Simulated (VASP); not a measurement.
Input of a VASP 6.6.1 run:

The input POSCAR:

```
ZnS
1.0
    3.8087369152      0.0000000000      0.0000000000
   -1.9043684576      3.2984629249      0.0000000000
    0.0000000000      0.0000000000     12.4664651431
Zn S
4 4
Direct
    0.0000000000      0.0000000000      0.0010836319
    0.0000000000      0.0000000000      0.4991451529
    0.3333333333      0.6666666667      0.2505366599
    0.6666666667      0.3333333333      0.7496045749
    0.0000000000      0.0000000000      0.1842280736
    0.0000000000      0.0000000000      0.6902442136
    0.3333333333      0.6666666667      0.4379925504
    0.6666666667      0.3333333333      0.9371651428
```

The input INCAR.step1:

```
SYSTEM = ZnS
ALGO = Normal
EDIFF = 1E-4
ENCUT = 520
GGA = PE
ISMEAR = 0
LASPH = .True.
LCHARG = .False.
LREAL = .False.
LWAVE = .True.
NBANDS = 46
NELM = 100
PREC = Accurate
SIGMA = 0.05
```

File INCAR.step2:

```
SYSTEM = ZnS
ALGO = Normal
EDIFF = 1E-7
ENCUT = 520
ISIF = 2
ISMEAR = 0
ISTART = 1
LASPH = .True.
LCHARG = .False.
LMIXTAU = .True.
LREAL = .False.
LWAVE = .False.
METAGGA = R2SCAN
NBANDS = 46
NELM = 100
PREC = Accurate
SIGMA = 0.05
```

Contents of KPOINTS:

```
k-points
0
Gamma
  6 6 2
  0 0 0
```

Potentials or basis: VASP PAW PBE potentials, release 64 (Zn, S).

Run with:

```sh
$ cat potpaw_PBE.64/Zn/POTCAR potpaw_PBE.64/S/POTCAR > POTCAR
$ cp INCAR.step1 INCAR
$ mpirun -np 1 vasp_std > vasp.out
$ cp INCAR.step2 INCAR
$ mpirun -np 1 vasp_std > vasp.out
```

Q: Estimate the band gap on the k mesh.

A: 2.71 eV, direct.

Q: Estimate the largest force.

A: 0.555 eV/Å.

Q: Predict the pressure.

A: 0.1 GPa.

Forces on the atoms (eV/Å):
```
Zn   0.000  0.000 -0.361
Zn   0.000  0.000  0.299
Zn   0.000  0.000 -0.173
Zn   0.000  0.000  0.148
S    0.000  0.000  0.555
S    0.000  0.000 -0.479
S    0.000  0.000 -0.064
S    0.000  0.000  0.076
```

Caveat: the cell differs from its parent crystal (mode 24 (340.4 1/cm) frozen in, largest displacement +0.037 Å); the PAW data sets were made with another functional, which shifts forces and pressure a little.
